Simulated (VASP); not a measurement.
**HfO2: single point with r2SCAN**

Crystal: HfO2.

```
CELL_PARAMETERS angstrom
5.21946 0.00000 0.00000
0.00000 5.00476 0.00000
0.00000 0.00000 5.03269
ATOMIC_POSITIONS crystal
Hf 0.96699 0.73252 0.74144
Hf 0.53301 0.73252 0.24144
Hf 0.46699 0.26748 0.74144
Hf 0.03301 0.26748 0.24144
O 0.63213 0.92865 0.87927
O 0.86787 0.92865 0.37927
O 0.23395 0.53988 0.49229
O 0.26605 0.53988 0.99229
O 0.76605 0.46012 0.99229
O 0.73395 0.46012 0.49229
O 0.13213 0.07135 0.87927
O 0.36787 0.07135 0.37927
```

```yaml
Program: VASP 6.6.1
Task: single point
Functional: r2SCAN
Potentials_or_basis: VASP PAW PBE potentials, release 64 (Hf_pv, O)
Cutoff: 520 eV
k_mesh: 5 × 6 × 5
Occupations: fermi-dirac, width 0.05 eV
Spin: no spin polarisation
```

The pressure is 0.3 GPa, the largest force is 0.015 eV/Å and the band gap on the k mesh is 4.96 eV (least direct gap 5.17 eV).

Forces on the atoms (eV/Å):
```
Hf  -0.005  0.003  0.003
Hf   0.005  0.003  0.003
Hf  -0.005 -0.003  0.003
Hf   0.005 -0.003  0.003
O    0.002  0.008  0.005
O   -0.002  0.008  0.005
O   -0.012 -0.005 -0.008
O    0.012 -0.005 -0.008
O    0.012  0.005 -0.008
O   -0.012  0.005 -0.008
O    0.002 -0.008  0.005
O   -0.002 -0.008  0.005
```

Stress tensor (GPa, compression positive):
```
0.28 0.00 0.00
0.00 0.35 0.00
0.00 0.00 0.37
```

Levels at points of the mesh, in eV from the valence-band top:
| k point | band 40 | band 41 | band 42 | band 43 | band 44 | band 45 | band 46 | band 47 | band 48 | band 49 |
| --- | --- | --- | --- | --- | --- | --- | --- | --- | --- | --- |
| (0.00, 0.00, 0.00) | -0.99 | -0.71 | -0.22 | -0.09 | 0.00 | 5.48 | 5.74 | 5.83 | 6.27 | 6.39 |
| (0.00, 0.50, 0.00) | -0.85 | -0.83 | -0.42 | -0.19 | -0.12 | 5.05 | 5.44 | 5.51 | 6.14 | 6.16 |

Run time: 10 min on 1 thread of Intel(R) Xeon(R) Platinum 8488C (Sapphire Rapids) (shared host), peak memory 0.38 GiB.

Caveat: the PAW data sets were made with another functional, which shifts forces and pressure a little; spin-orbit coupling is left out, which moves the levels of the heavy elements; an odd mesh through Γ misses points on the zone boundary, where band edges can lie.
